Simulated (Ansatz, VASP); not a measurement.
## Two plane-wave programs on Cu3N

```xyz
4
Lattice="3.7492 0.0000 0.0000 0.0000 3.7492 0.0000 0.0000 0.0000 3.7492" Properties=species:S:1:pos:R:3 pbc="T T T"
Cu    1.8746    0.0000    0.0000
Cu    0.0000    1.8746    0.0000
Cu    0.0000    0.0000    1.8746
N     0.0000    0.0000    0.0000
```

Alike in both runs: task single point; functional PBE; k mesh 10 × 10 × 10; occupations gaussian, width 0.01 eV; no spin polarisation.

```csv
,VASP,Ansatz
version,VASP 6.6.1,Ansatz 0.2.0
potentials or method,"VASP PAW PBE potentials, release 64 (Cu, N), cutoff 600 eV","scalar-relativistic, plane waves, PAW"
valence electrons in the cell,38,62
```

|  | VASP | Ansatz | Ansatz less VASP |
| --- | --- | --- | --- |
| gap on the k mesh at the Fermi level (eV) | 0.04 | 0.02 | -0.023 |
| least direct gap on the mesh (eV) | 0.59 | 0.56 | -0.034 |
| pressure (GPa) | 9.2 | 8.4 | -0.83 |

With one functional, cell and mesh, what is left measures potentials, basis and numerics. VASP's potentials hold 38 valence electrons a cell and Ansatz's 62, so a difference there can come from the potentials and not from the codes.
